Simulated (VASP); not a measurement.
# Zr12H (a cell with a defect) in VASP: relaxation of the atoms with PBE

Aim: the relaxation of the atoms of Zr12H (a cell with a defect) with PBE.

Everything below comes from runs of VASP 6.6.1. Logs are shortened: lines on timing, memory, paths and dates and some standing lists are left out, and cuts for length are marked.

### Step 1. The cell of the first run

The cell holds a defect, 13 atoms: a = 6.460 Å, b = 9.690 Å, c = 5.145 Å, α = 90.00°, β = 90.00°, γ = 120.00°.

### Step 2. Relaxation of the atoms, PBE

Input file INCAR:

```
SYSTEM = Zr12H
PREC = Accurate ; ENCUT = 520
EDIFF = 1E-7 ; ISMEAR = -1
SIGMA = 0.1 ; LREAL = .False.
LASPH = .True. ; NELM = 100
ALGO = Normal ; ISIF = 2
LWAVE = .False. ; LCHARG = .False.
GGA = PE ; IBRION = 2
NSW = 45 ; EDIFFG = -0.08
KPAR = 4
```

Input file KPOINTS:

```
regular mesh
0
Gamma
  3 2 3
  0 0 0
```

Input file POSCAR:

```
Zr12H
1.0
    6.4600000000      0.0000000000      0.0000000000
   -4.8450000000      8.3917860000      0.0000000000
    0.0000000000      0.0000000000      5.1453900000
Zr H
12 1
Direct
    0.0000000000      0.0000000000      0.0000000000
    0.1666667000      0.2222222000      0.5000000000
    0.0000000000      0.3333333000      0.0000000000
    0.1666667000      0.5555556000      0.5000000000
    0.0000000000      0.6666667000      0.0000000000
    0.1666667000      0.8888889000      0.5000000000
    0.5000000000      0.0000000000      0.0000000000
    0.6666667000      0.2222222000      0.5000000000
    0.5000000000      0.3333333000      0.0000000000
    0.6666667000      0.5555556000      0.5000000000
    0.5000000000      0.6666667000      0.0000000000
    0.6666667000      0.8888889000      0.5000000000
    0.8413827000      0.4471771000      0.2419427000
```

Potentials or basis: VASP PAW PBE potentials, release 64 (Zr_sv, H).

Launch:

```bash
cat potpaw_PBE.64/Zr_sv/POTCAR potpaw_PBE.64/H/POTCAR > POTCAR
mpirun -np 4 vasp_std > vasp.out
```

OUTCAR:

```text
SYSTEM = Zr12H
   PREC = Accurate
   ENCUT = 520
   EDIFF = 1E-7
   ISMEAR = -1
   LREAL = .False.
   LASPH = .True.
   NELM = 100
   ISIF = 2
   GGA = PE
   IBRION = 2
   NSW = 45
   EDIFFG = -0.08

 ion  position               nearest neighbor table
   1  0.000  0.000  0.000-   2 3.18   2 3.18  12 3.18  12 3.18   6 3.18   6 3.18   5 3.23   3 3.23
                             9 3.23  11 3.23   7 3.23   7 3.23
   2  0.167  0.222  0.500-   1 3.18   1 3.18   9 3.18   9 3.18   3 3.18   3 3.18   6 3.23  12 3.23
                             8 3.23   8 3.23  10 3.23   4 3.23
   3  0.000  0.333  0.000-  13 2.22   8 3.18   8 3.18   2 3.18   2 3.18   4 3.18   4 3.18   1 3.23
                             7 3.23   9 3.23   9 3.23  11 3.23   5 3.23
   4  0.167  0.556  0.500-  13 2.25  11 3.18  11 3.18   5 3.18   5 3.18   3 3.18   3 3.18   6 3.23
                            12 3.23  10 3.23  10 3.23   8 3.23   2 3.23
   5  0.000  0.667  0.000-  13 2.22   6 3.18   6 3.18  10 3.18  10 3.18   4 3.18   4 3.18   1 3.23
                             7 3.23  11 3.23  11 3.23   9 3.23   3 3.23
   6  0.167  0.889  0.500-   5 3.18   5 3.18   7 3.18   7 3.18   1 3.18   1 3.18   4 3.23   2 3.23
                             8 3.23  10 3.23  12 3.23  12 3.23
   7  0.500  0.000  0.000-   8 3.18   8 3.18   6 3.18   6 3.18  12 3.18  12 3.18   9 3.23  11 3.23
                             3 3.23   5 3.23   1 3.23   1 3.23
   8  0.667  0.222  0.500-  13 2.31   7 3.18   7 3.18   3 3.18   3 3.18   9 3.18   9 3.18  12 3.23
                             6 3.23   2 3.23   2 3.23   4 3.23  10 3.23
   9  0.500  0.333  0.000-  13 2.28   2 3.18   2 3.18   8 3.18   8 3.18  10 3.18  10 3.18   7 3.23
                             1 3.23   3 3.23   3 3.23   5 3.23  11 3.23
  10  0.667  0.556  0.500-  13 2.31   5 3.18   5 3.18  11 3.18  11 3.18   9 3.18   9 3.18  12 3.23
                             6 3.23   4 3.23   4 3.23   2 3.23   8 3.23
  11  0.500  0.667  0.000-  12 3.18  12 3.18   4 3.18   4 3.18  10 3.18  10 3.18   7 3.23   1 3.23
                             5 3.23   5 3.23   3 3.23   9 3.23
  12  0.667  0.889  0.500-  11 3.18  11 3.18   1 3.18   1 3.18   7 3.18   7 3.18   8 3.23  10 3.23
                             2 3.23   4 3.23   6 3.23   6 3.23
  13  0.841  0.447  0.242-   5 2.22   3 2.22   4 2.25   9 2.28  10 2.31   8 2.31

  LATTYP: Found a simple monoclinic cell.
 ALAT       =     6.4600000000
 B/A-ratio  =     0.7965000000
 C/A-ratio  =     1.3228756308
 COS(beta)  =    -0.1889822400

  Lattice vectors:

 A1 = (   6.4600000000,   0.0000000000,   0.0000000000)
 A2 = (   0.0000000000,   0.0000000000,   5.1453900000)
 A3 = (  -1.6150000000,  -8.3917860000,   0.0000000000)

Analysis of symmetry for initial positions (statically):
=====================================================================
 Subroutine PRICEL returns:
 Original cell was already a primitive cell.

 Routine SETGRP: Setting up the symmetry group for a
 simple monoclinic supercell.

[... 158 lines left out ...]
   EFERMI =   0.00;   METHOD = LEGACY
   ISMEAR =    -1;   SIGMA  =   0.10  broadening in eV -4-tet -1-fermi 0-gaus
   EFERMI_NEDOS =   21; number of points for ismear=-14 and -15
   IALGO  =     38    algorithm
   IMIX   =      4    mixing-type and parameters
     AMIX     =   0.40;   BMIX     =  1.00
     AMIX_MAG =   1.60;   BMIX_MAG =  1.00
  volume/ion in A,a.u.               =      21.46       144.80
  Fermi-wavevector in a.u.,A,eV,Ry     =   1.316323  2.487490 23.574895  1.732706
  Thomas-Fermi vector in A             =   2.446443
   LORBIT       =      0    0 simple, 1 ext, 2 COOP (PROOUT), +10 PAW based schemes
   GGA     = PE    functional components
   LHFCALC =     F    Hartree Fock is set to
   AEXX    =    0.0000 exact exchange contribution
   IVDW    =     0    specifies the selected vdW correction
   LEPSILON=     F    determine dielectric tensor
   LRPA    =     F    only Hartree local field effects (RPA)
 conjugate gradient relaxation of ions
 non-spin polarized calculation
  energy-cutoff  :      520.00
  volume of cell :      278.94
 maximum number of plane-waves:      7545
   NGX = 25   NGY = 37   NGZ = 19

--------------------------------------- Ionic step        1  -------------------------------------------

 number of electron     145.0000002 magnetization

 Free energy of the ion-electron system (eV)
  ---------------------------------------------------
  ext. energy  EPLUGINS =         0.00000000
  ---------------------------------------------------
  free energy    TOTEN  =      -105.99953804 eV

  energy without entropy =     -105.40235771  energy(sigma->0) =     -105.70094788

------------------------ aborting loop because EDIFF is reached ----------------------------------------

  FORCE on cell =-STRESS in cart. coord.  units (eV):
  Direction    XX          YY          ZZ          XY          YZ          ZX
  --------------------------------------------------------------------------------------
  -------------------------------------------------------------------------------------
  Total        2.4584708      2.4958467      3.0257114      0.0288989     -0.0135190     -0.0214230
  in kB       14.1211616     14.3358442     17.3793237      0.1659917     -0.0776516     -0.1230512
  external PRESSURE =      15.2787765 kB  Pullay stress =       0.0000000 kB
[... 128 lines left out ...]
--------------------------------------- Ionic step        4  -------------------------------------------

 number of electron     145.0000000 magnetization

 Free energy of the ion-electron system (eV)
  ---------------------------------------------------
  ext. energy  EPLUGINS =         0.00000000
  ---------------------------------------------------
  free energy    TOTEN  =      -106.03267353 eV

  energy without entropy =     -105.44419553  energy(sigma->0) =     -105.73843453

 E-fermi :   9.0455     XC(G=0): -11.1332

 val. band max:        9.0441025807   @ k =   0.0000   0.5000   0.3333
 cond. band min:       9.0536860755   @ k =   0.3333   0.0000   0.3333
 fundamental gap:      0.0095834948
 Fermi energy:         9.0454572687

 k-point     1 :       0.0000    0.0000    0.0000
  band No.  band energies     occupation
      1     -39.7535      2.00000
      2     -39.6739      2.00000
      3     -39.6412      2.00000
      4     -39.6363      2.00000
      5     -39.6245      2.00000
      6     -39.6180      2.00000
[... 859 lines left out ...]
     83       9.6991      0.00289
     84      10.0613      0.00008
 [bands above 84 left out]

------------------------ aborting loop because EDIFF is reached ----------------------------------------

  FORCE on cell =-STRESS in cart. coord.  units (eV):
  Direction    XX          YY          ZZ          XY          YZ          ZX
  --------------------------------------------------------------------------------------
  -------------------------------------------------------------------------------------
  Total        2.4060627      2.4302423      2.7914315      0.0706497     -0.0000327     -0.0015834
  in kB       13.8201358     13.9590202     16.0336477      0.4058035     -0.0001879     -0.0090946
  external PRESSURE =      14.6042679 kB  Pullay stress =       0.0000000 kB
[... 28 lines left out ...]
  FREE ENERGIE OF THE ION-ELECTRON SYSTEM (eV)
  ---------------------------------------------------
  free  energy   TOTEN  =      -106.0326735319 eV

  energy  without entropy=     -105.4441955312  energy(sigma->0) =     -105.73843453

 reached required accuracy - stopping structural energy minimisation
```

OSZICAR:

```text
N       E                     dE             d eps       ncg     rms          rms(c)
DAV:   1     0.167600062436E+04    0.16760E+04   -0.76112E+04  1740   0.167E+03
DAV:   2     0.494758620168E+02   -0.16265E+04   -0.15892E+04  1930   0.514E+02
DAV:   3    -0.923928906536E+02   -0.14187E+03   -0.13645E+03  2824   0.109E+02
DAV:   4    -0.109257544135E+03   -0.16865E+02   -0.16565E+02  2632   0.324E+01
[... 44 lines left out ...]
DAV:   4    -0.106032676425E+03    0.20572E-04   -0.18355E-04  2272   0.586E-02    0.346E-02
DAV:   5    -0.106032675321E+03    0.11037E-05   -0.49047E-05  2240   0.328E-02    0.127E-02
DAV:   6    -0.106032673702E+03    0.16193E-05   -0.28349E-05  2624   0.236E-02    0.587E-03
DAV:   7    -0.106032673555E+03    0.14678E-06   -0.31984E-06  2240   0.860E-03    0.301E-03
DAV:   8    -0.106032673532E+03    0.23185E-07   -0.75195E-07  1888   0.435E-03
   4 F= -.10603267E+03 E0= -.10573843E+03  d E =-.231568E-02
```

CONTCAR:

```text
Zr12H
   1.00000000000000
     6.4600000000000000    0.0000000000000000    0.0000000000000000
    -4.8449999999999998    8.3917859999999997    0.0000000000000000
     0.0000000000000000    0.0000000000000000    5.1453899999999999
  Zr              H
    12     1
Direct
     0.0012114691162397    0.0007645680095154    0.9977656669468298
     0.1665191280751868    0.2216355590150141    0.4990180469729764
     0.0030573104684907    0.3312594398693942    0.9990341720911234
     0.1728653459971472    0.5576358773194173    0.5015224171169786
     0.0030143370354893    0.6703494300836288    0.9988739401184680
     0.1681014446437852    0.8898611550745503    0.5003822123107560
     0.4988009521056804    0.9991621424717857    0.9992749299336534
     0.6641129616088566    0.2187397487595796    0.5001810853025028
     0.4943788641009130    0.3314126960347679    0.9980205671575324
     0.6639836379607377    0.5576883845865004    0.5000306984721252
     0.5008590945597273    0.6674721791618815    0.0006253936680548
     0.6656435940709622    0.8882049821926651    0.5022363611221666
     0.8388347602567832    0.4463243374212838    0.2449772087868352

  0.00000000E+00  0.00000000E+00  0.00000000E+00
  0.00000000E+00  0.00000000E+00  0.00000000E+00
  0.00000000E+00  0.00000000E+00  0.00000000E+00
  0.00000000E+00  0.00000000E+00  0.00000000E+00
  0.00000000E+00  0.00000000E+00  0.00000000E+00
  0.00000000E+00  0.00000000E+00  0.00000000E+00
  0.00000000E+00  0.00000000E+00  0.00000000E+00
  0.00000000E+00  0.00000000E+00  0.00000000E+00
  0.00000000E+00  0.00000000E+00  0.00000000E+00
  0.00000000E+00  0.00000000E+00  0.00000000E+00
  0.00000000E+00  0.00000000E+00  0.00000000E+00
  0.00000000E+00  0.00000000E+00  0.00000000E+00
  0.00000000E+00  0.00000000E+00  0.00000000E+00
```

It took 6.7 min on 4 MPI ranks of Intel Xeon Platinum 8375C at 2.90GHz (Ice Lake), shared host; peak memory 0.46 GiB.

Results:

```yaml
Free_energy: -106.0327 eV
Energy_gained_by_relaxing: 2.5 meV/atom
Ionic_steps: 4
Pressure_after_relaxing: 1.5 GPa
Largest_force_after_relaxing: 0.074 eV/Å
Band_gap_on_the_k_mesh: zero (an odd number of electrons rules out a gap without spin polarisation)
```

Forces in eV/Å, atoms in the order of the input:
```
Zr   0.002  0.009 -0.028
Zr  -0.004 -0.049 -0.037
Zr  -0.013 -0.012  0.011
Zr  -0.011  0.010  0.009
Zr  -0.002 -0.007  0.013
Zr   0.002  0.031 -0.015
Zr   0.001 -0.026  0.006
Zr   0.015  0.006 -0.023
Zr   0.018 -0.006 -0.024
Zr   0.019  0.021 -0.019
Zr   0.013  0.051  0.028
Zr   0.003 -0.003  0.026
H   -0.044 -0.026  0.054
```

Step by step:
| step | energy change (eV) | largest force (eV/Å) | pressure (GPa) |
| --- | --- | --- | --- |
| 1 | 0.0000 | 0.3122 | 1.53 |
| 2 | -0.0209 | 0.1724 | 1.49 |
| 3 | -0.0308 | 0.0959 | 1.46 |
| 4 | -0.0331 | 0.0743 | 1.46 |

Final structure:
```
Zr H
1.0
     6.46000    0.00000    0.00000
    -4.84500    8.39179    0.00000
     0.00000    0.00000    5.14539
Zr H
12 1
Direct
  0.00121 0.00076 0.99777
  0.16652 0.22164 0.49902
  0.00306 0.33126 0.99903
  0.17287 0.55764 0.50152
  0.00301 0.67035 0.99887
  0.16810 0.88986 0.50038
  0.49880 0.99916 0.99927
  0.66411 0.21874 0.50018
  0.49438 0.33141 0.99802
  0.66398 0.55769 0.50003
  0.50086 0.66747 0.00063
  0.66564 0.88821 0.50224
  0.83883 0.44632 0.24498
```

Caveat: the k points lie up to 0.41 Å⁻¹ apart, too coarse for converged energies and pressures of a metal; the relaxation stopped at a loose force limit of 0.08 eV/Å, so its end isn't a converged minimum.
